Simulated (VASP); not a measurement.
# PbS (CsCl type) (Pm-3m) in VASP: a series of runs

PbS (CsCl type) is run at these levels: PBE; tasks: single point.

All numbers are computed with VASP 6.6.1; they aren't measurements. Logs are shortened: lines on timing, memory, paths and dates and some standing lists are left out, and cuts for length are marked.

## (1) The cell of the first run

It takes space group Pm-3m (No. 221, cubic). Conventional cell: a = 3.371 Å, b = 3.371 Å, c = 3.371 Å, α = 90.00°, β = 90.00°, γ = 90.00°. Pb (site symmetry m-3m) has 8 S at 2.92 Å and 6 Pb at 3.37 Å within 3.8 Å. S (site symmetry m-3m) has 8 Pb at 2.92 Å and 6 S at 3.37 Å within 3.8 Å.

## (2) Single point, PBE

File INCAR:

```
PREC     = Accurate       # precision mode
ENCUT    = 520            # plane-wave cutoff, eV
EDIFF    = 1E-6           # SCF threshold, eV
ISMEAR   = -1             # smearing method
SIGMA    = 0.08           # smearing width, eV
LREAL    = False          # projectors in reciprocal space
LASPH    = True           # aspherical terms in the spheres
NELM     = 60             # most SCF steps
ALGO     = Normal         # electronic algorithm
ISIF     = 2              # what is computed and relaxed
LWAVE    = False          # write WAVECAR
LCHARG   = True           # write CHGCAR
GGA      = PE             # functional
LELF     = True           # ELF
LVHAR    = True         
NBANDS   = 17             # bands
```

File KPOINTS:

```
regular mesh
0
Gamma
  13 13 13
```

File POSCAR:

```
PbS
1.0
    3.3710653474      0.0000000000      0.0000000000
    0.0000000000      3.3710653474      0.0000000000
    0.0000000000      0.0000000000      3.3710653474
Pb S
1 1
Direct
    0.0000000000      0.0000000000      0.0000000000
    0.5000000000      0.5000000000      0.5000000000
```

Potentials or basis: VASP PAW PBE potentials, release 64 (Pb_d, S).

The run is started by

```bash
$ cat potpaw_PBE.64/Pb_d/POTCAR potpaw_PBE.64/S/POTCAR > POTCAR
$ mpirun -np 1 vasp_std > vasp.out
```

OUTCAR:

```text
PREC = Accurate
   ENCUT = 520
   EDIFF = 1E-6
   ISMEAR = -1
   LREAL = False
   LASPH = True
   NELM = 60
   ISIF = 2
   GGA = PE

 ion  position               nearest neighbor table
   1  0.000  0.000  0.000-   2 2.92   2 2.92   2 2.92   2 2.92   2 2.92   2 2.92   2 2.92   2 2.92

   2  0.500  0.500  0.500-   1 2.92   1 2.92   1 2.92   1 2.92   1 2.92   1 2.92   1 2.92   1 2.92

  LATTYP: Found a simple cubic cell.
 ALAT       =     3.3710653474

  Lattice vectors:

 A1 = (   3.3710653474,   0.0000000000,   0.0000000000)
 A2 = (   0.0000000000,   3.3710653474,   0.0000000000)
 A3 = (   0.0000000000,   0.0000000000,   3.3710653474)

Analysis of symmetry for initial positions (statically):
=====================================================================
 Subroutine PRICEL returns:
 Original cell was already a primitive cell.

 Routine SETGRP: Setting up the symmetry group for a
 simple cubic supercell.

 Subroutine GETGRP returns: Found 48 space group operations
 (whereof 48 operations were pure point group operations)
 out of a pool of 48 trial point group operations.

The static configuration has the point symmetry O_h .

Analysis of symmetry for dynamics (positions and initial velocities):
=====================================================================
 Subroutine PRICEL returns:
 Original cell was already a primitive cell.

 Routine SETGRP: Setting up the symmetry group for a
 simple cubic supercell.

 Subroutine GETGRP returns: Found 48 space group operations
 (whereof 48 operations were pure point group operations)
 out of a pool of 48 trial point group operations.

The dynamic configuration has the point symmetry O_h .

 Subroutine INISYM returns: Found 48 space group operations
 (whereof 48 operations are pure point group operations),
 and found     1 'primitive' translations

----------------------------------------------------------------------------------------

                                     Primitive cell

  volume of cell :      38.3091

  direct lattice vectors                    reciprocal lattice vectors
     3.371065347  0.000000000  0.000000000     0.296642129  0.000000000  0.000000000
     0.000000000  3.371065347  0.000000000     0.000000000  0.296642129  0.000000000
     0.000000000  0.000000000  3.371065347     0.000000000  0.000000000  0.296642129

  length of vectors
     3.371065347  3.371065347  3.371065347     0.296642129  0.296642129  0.296642129

  position of ions in fractional coordinates (direct lattice)
     0.000000000  0.000000000  0.000000000
     0.500000000  0.500000000  0.500000000

  ion indices of the primitive-cell ions
   primitive index   ion index
                 1           1
                 2           2

----------------------------------------------------------------------------------------

 KPOINTS: regular mesh

Automatic generation of k-mesh.
 Grid dimensions read from file:
 generate k-points for:   13   13   13

 Generating k-lattice:

  Cartesian coordinates                     Fractional coordinates (reciprocal lattice)
     0.022818625  0.000000000  0.000000000     0.076923077  0.000000000  0.000000000
     0.000000000  0.022818625  0.000000000     0.000000000  0.076923077  0.000000000
     0.000000000  0.000000000  0.022818625     0.000000000  0.000000000  0.076923077

  Length of vectors
     0.022818625  0.022818625  0.022818625

  Shift w.r.t. Gamma in fractional coordinates (k-lattice)
     0.000000000  0.000000000  0.000000000

 Subroutine IBZKPT returns following result:
 ===========================================

 Found     84 irreducible k-points:

 Following reciprocal coordinates:
            Coordinates               Weight
  0.000000  0.000000  0.000000      1.000000
  0.076923  0.000000  0.000000      6.000000
  0.153846  0.000000  0.000000      6.000000
  0.230769  0.000000  0.000000      6.000000
  0.307692  0.000000  0.000000      6.000000
  0.384615  0.000000  0.000000      6.000000
[... 16 lines left out ...]
  0.307692  0.307692  0.000000     12.000000
  0.384615  0.307692  0.000000     24.000000
 [... further k-points ...]
   k-points           NKPTS =     84   k-points in BZ     NKDIM =     84   number of bands    NBANDS=     17
   number of dos      NEDOS =    301   number of ions     NIONS =      2
   total plane-waves  NPLWV =  21952
   dimension x,y,z NGX =    28 NGY =   28 NGZ =   28
   dimension x,y,z NGXF=    56 NGYF=   56 NGZF=   56
   ions per type =               1   1
   NGX,Y,Z   is equivalent  to a cutoff of  13.81, 13.81, 13.81 a.u.
   NGXF,Y,Z  is equivalent  to a cutoff of  27.62, 27.62, 27.62 a.u.
 SYSTEM =  unknown system
   PREC   = accura    normal or accurate (medium, high low for compatibility)
   ISTART =      0    job   : 0-new  1-cont  2-samecut
   ICHARG =      2    charge: 1-file 2-atom 10-const
   ISPIN  =      1    spin polarized calculation?
   LNONCOLLINEAR =      F non collinear calculations
   LSORBIT =      F    spin-orbit coupling
   LASPH  =      T    aspherical Exc in radial PAW
   ENCUT  =  520.0 eV  38.22 Ry    6.18 a.u.   6.27  6.27  6.27*2*pi/ulx,y,z
   NELM   =     60;   NELMIN=  2; NELMDL= -5     # of ELM steps
   EDIFF  = 0.1E-05   stopping-criterion for ELM
   LREAL  =      F    real-space projection
   EDIFFG = 0.1E-04   stopping-criterion for IOM
   NSW    =      0    number of steps for IOM
   IBRION =     -1    ionic relax: 0-MD 1-quasi-New 2-CG
   NFREE  =      0    steps in history (QN), initial steepest desc. (CG)
   ISIF   =      2    stress and relaxation
   ISYM   =      2    0-nonsym 1-usesym 2-fastsym
   POTIM  = 0.5000    time-step for ionic-motion
   TEBEG  =    0.0;   TEEND  =   0.0 temperature during run
   PSTRESS=    0.0 pullay stress
   NELECT =      20.0000    total number of electrons
   NUPDOWN=      -1.0000    fix difference up-down
   EMIN   =  10.00;   EMAX   =-10.00  energy-range for DOS
   EFERMI =   0.00;   METHOD = LEGACY
   ISMEAR =    -1;   SIGMA  =   0.08  broadening in eV -4-tet -1-fermi 0-gaus
   EFERMI_NEDOS =   21; number of points for ismear=-14 and -15
   IALGO  =     38    algorithm
   IMIX   =      4    mixing-type and parameters
     AMIX     =   0.40;   BMIX     =  1.00
     AMIX_MAG =   1.60;   BMIX_MAG =  1.00
  volume/ion in A,a.u.               =      19.15       129.26
  Fermi-wavevector in a.u.,A,eV,Ry     =   1.318209  2.491054 23.642509  1.737675
  Thomas-Fermi vector in A             =   2.448195
   LORBIT       =      0    0 simple, 1 ext, 2 COOP (PROOUT), +10 PAW based schemes
   GGA     = PE    functional components
   LHFCALC =     F    Hartree Fock is set to
   AEXX    =    0.0000 exact exchange contribution
   IVDW    =     0    specifies the selected vdW correction
   LEPSILON=     F    determine dielectric tensor
   LRPA    =     F    only Hartree local field effects (RPA)
 non-spin polarized calculation
  energy-cutoff  :      520.00
  volume of cell :       38.31
 maximum number of plane-waves:      1052
 NGX is ok and might be reduce to    28
   NGX = 13   NGY = 13   NGZ = 13

 number of electron      20.0000005 magnetization

 Free energy of the ion-electron system (eV)
  ---------------------------------------------------
  ext. energy  EPLUGINS =         0.00000000
  ---------------------------------------------------
  free energy    TOTEN  =        -7.68130322 eV

  energy without entropy =       -7.66125144  energy(sigma->0) =       -7.67127733

 E-fermi :   9.3538     XC(G=0): -11.3889

 val. band max:        9.3520887898   @ k =   0.3077   0.1538   0.0769
 cond. band min:       9.3548446259   @ k =   0.3846   0.0769   0.0769
 fundamental gap:      0.0027558361
 Fermi energy:         9.3538193702

 k-point     1 :       0.0000    0.0000    0.0000
  band No.  band energies     occupation
      1      -7.8139      2.00000
      2      -7.8139      2.00000
      3      -7.3844      2.00000
      4      -7.3844      2.00000
      5      -7.3844      2.00000
      6      -5.9073      2.00000
[... 9 lines left out ...]
     16      22.7114      0.00000
     17      22.7114      0.00000

 k-point     2 :       0.0769    0.0000    0.0000
  band No.  band energies     occupation
      1      -7.8123      2.00000
      2      -7.7958      2.00000
      3      -7.3926      2.00000
      4      -7.3926      2.00000
      5      -7.3836      2.00000
      6      -5.8380      2.00000
[... 9 lines left out ...]
     16      22.6432      0.00000
     17      22.6519      0.00000

 k-point     3 :       0.1538    0.0000    0.0000
  band No.  band energies     occupation
      1      -7.8078      2.00000
      2      -7.7463      2.00000
      3      -7.4151      2.00000
      4      -7.4151      2.00000
      5      -7.3813      2.00000
      6      -5.6315      2.00000
[... 9 lines left out ...]
     16      22.6104      0.00000
     17      22.6954      0.00000

 k-point     4 :       0.2308    0.0000    0.0000
  band No.  band energies     occupation
      1      -7.8015      2.00000
      2      -7.6780      2.00000
      3      -7.4467      2.00000
      4      -7.4467      2.00000
      5      -7.3781      2.00000
      6      -5.2959      2.00000
[... 9 lines left out ...]
     16      21.4957      0.00000
     17      22.5018      0.00000
[... 343 lines left out ...]
      1      -7.7014      2.00000
      2      -7.6942      2.00000
      3      -7.5088      2.00000
      4      -7.4250      2.00000
      5      -7.4237      2.00000
      6      -3.3867      2.00000
[... 9 lines left out ...]
     16      22.1941      0.00000
     17      22.2543      0.00000

 k-point    23 :       0.3077    0.3077    0.0000
  band No.  band energies     occupation
      1      -7.6983      2.00000
      2      -7.6882      2.00000
      3      -7.4665      2.00000
      4      -7.4582      2.00000
      5      -7.4517      2.00000
      6      -3.7798      2.00000
[... 9 lines left out ...]
     16      21.0338      0.00000
     17      21.2543      0.00000

 k-point    24 :       0.3846    0.3077    0.0000
  band No.  band energies     occupation
      1      -7.7481      2.00000
      2      -7.6779      2.00000
      3      -7.4877      2.00000
      4      -7.4570      2.00000
      5      -7.3924      2.00000
      6      -3.3323      2.00000
[... 9 lines left out ...]
     16      21.4558      0.00000
     17      22.1081      0.00000

 [... further k-points ...]

------------------------ aborting loop because EDIFF is reached ----------------------------------------

  FORCE on cell =-STRESS in cart. coord.  units (eV):
  Direction    XX          YY          ZZ          XY          YZ          ZX
  --------------------------------------------------------------------------------------
  -------------------------------------------------------------------------------------
  Total        5.2363833      5.2363833      5.2363833      0.0000000      0.0000000     -0.0000000
  in kB      218.9981771    218.9981771    218.9981771      0.0000000      0.0000000     -0.0000000
  external PRESSURE =     218.9981771 kB  Pullay stress =       0.0000000 kB

 VOLUME and BASIS-vectors are now :
 -----------------------------------------------------------------------------
  energy-cutoff  :      520.00
  volume of cell :       38.31
      direct lattice vectors                 reciprocal lattice vectors
     3.371065347  0.000000000  0.000000000     0.296642129  0.000000000  0.000000000
     0.000000000  3.371065347  0.000000000     0.000000000  0.296642129  0.000000000
     0.000000000  0.000000000  3.371065347     0.000000000  0.000000000  0.296642129

 POSITION                                       TOTAL-FORCE (eV/Angst)
 -----------------------------------------------------------------------------------
      0.00000      0.00000      0.00000         0.000000      0.000000      0.000000
      1.68553      1.68553      1.68553         0.000000      0.000000      0.000000
 -----------------------------------------------------------------------------------
    total drift:                               -0.000000      0.000000      0.000000

  FREE ENERGIE OF THE ION-ELECTRON SYSTEM (eV)
  ---------------------------------------------------
  free  energy   TOTEN  =        -7.6813032189 eV

  energy  without entropy=       -7.6612514402  energy(sigma->0) =       -7.67127733
```

Run time: 50 s. Hardware: 1 thread of Intel Xeon 8259CL, shared host; peak memory 0.19 GiB.

What came out:

```
Free energy            : -7.6813 eV
Pressure               : 21.9 GPa
Band gap on the k mesh : zero (bands 10 and 11 overlap by 1.37 eV)
```

Caveat: the cell stands under pressure; spin-orbit coupling is left out, which moves the levels of the heavy elements.

[end of part 1 of 2]
